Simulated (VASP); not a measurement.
A run of VASP 6.6.1 is set up as follows.

INCAR

```
ALGO = Normal ; EDIFF = 1E-6
ENCUT = 520 ; GGA = PE
ISIF = 2 ; ISMEAR = 0
LASPH = True ; LCHARG = False
LREAL = False ; LWAVE = False
NBANDS = 30 ; NELM = 100
PREC = Accurate ; SIGMA = 0.1
```

Contents of KPOINTS:

```
k-points
0
Gamma
  8 8 8
```

Contents of POSCAR:

```
Li4BiPb
1.0
    0.0000000000      4.0038699096      4.0038699096
    4.0038699096      0.0000000000      4.0038699096
    4.0038699096      4.0038699096      0.0000000000
Li Bi Pb
4 1 1
Direct
    0.8756360357      0.3747879881      0.3747879881
    0.3747879881      0.3747879881      0.3747879881
    0.3747879881      0.8756360357      0.3747879881
    0.3747879881      0.3747879881      0.8756360357
    0.7500000000      0.7500000000      0.7500000000
    0.0000000000      0.0000000000      0.0000000000
```

Potentials or basis: VASP PAW PBE potentials, release 64 (Li_sv, Bi_d, Pb_d).

Run with:

```bash
$ cat potpaw_PBE.64/Li_sv/POTCAR potpaw_PBE.64/Bi_d/POTCAR potpaw_PBE.64/Pb_d/POTCAR > POTCAR
$ mpirun -np 1 vasp_std > vasp.out
```

Q: Estimate the band gap on the k mesh.

A: Zero (an odd number of electrons rules out a gap without spin polarisation).

Caveat: spin-orbit coupling is left out, which moves the levels of the heavy elements.
